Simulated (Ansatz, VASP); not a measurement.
## Two plane-wave programs on Cr

```
CELL_PARAMETERS angstrom
2.61278 0.00000 0.00000
-1.30639 2.26273 0.00000
0.00000 0.00000 8.22073
ATOMIC_POSITIONS crystal
Cr 0.33333 0.66667 0.37736
Cr 0.66667 0.33333 0.87736
Cr 0.66667 0.33333 0.62264
Cr 0.33333 0.66667 0.12264
```

Alike in both runs: functional PBE; k mesh 9 × 9 × 2; occupations gaussian, width 0.1 eV; no spin polarisation.

Ansatz relaxed the structure, and its values are those at the end. VASP's run is a single point on that final structure, the one shown.

|  | VASP | Ansatz |
| --- | --- | --- |
| version | VASP 6.6.1 | Ansatz 0.2.0 |
| potentials or method | VASP PAW PBE potentials, release 64 (Cr_pv), cutoff 520 eV | scalar-relativistic, plane waves, PAW |
| valence electrons in the cell | 48 | 56 |

Ansatz gave:

```
gap on the k mesh at the Fermi level (eV) : none
pressure (GPa)                            : 0.0
rms of the force components (eV/Å)        : 0.012
```

Task: What did VASP give for the same quantities?

Result: gap on the k mesh at the Fermi level (eV): none; pressure (GPa): 0.1; rms of the force components (eV/Å): 0.056.

A gap of «none» marks a metal or a gap that the smearing closes. With one functional, cell and mesh, what is left measures potentials, basis and numerics. VASP's potentials hold 48 valence electrons a cell and Ansatz's 56, so a difference there can come from the potentials and not from the codes.

The k mesh is coarse, so the values compare programs but aren't converged.
